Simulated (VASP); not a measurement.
A run of VASP 6.6.1:

Contents of INCAR:

```
SYSTEM = InP
PREC = Accurate
ENCUT = 520
EDIFF = 1E-7
ISMEAR = 0
SIGMA = 0.1
LREAL = .False.
LASPH = .True.
NELM = 80
ALGO = Normal
ISIF = 2
LWAVE = .False.
LCHARG = .False.
GGA = PE
NBANDS = 26
```

File KPOINTS:

```
regular mesh
0
Gamma
  6 6 4
  0 0 0
```

POSCAR

```
InP
1.0
    1.9018428025     -6.4289064089      0.0000000000
    1.9018428025      6.4289064089      0.0000000000
    0.0000000000      0.0000000000      3.7879258097
In P
2 2
Direct
    0.6603349940      0.3396650060      0.7500000000
    0.3396650060      0.6603349940      0.2500000000
    0.8769485577      0.1230514423      0.7500000000
    0.1230514423      0.8769485577      0.2500000000
```

Potentials or basis: VASP PAW PBE potentials, release 64 (In_d, P).

Run with:

```sh
$ cat potpaw_PBE.64/In_d/POTCAR potpaw_PBE.64/P/POTCAR > POTCAR
$ mpirun -np 1 vasp_std > vasp.out
```

Hardware: 1 thread of Intel Xeon 8259CL, with other jobs on the host.

How long does it take, and how much memory?

It took 3.2 min on 1 thread of Intel Xeon 8259CL (shared host), peak memory 0.29 GiB. Counts: scf iterations 14, k points 39.
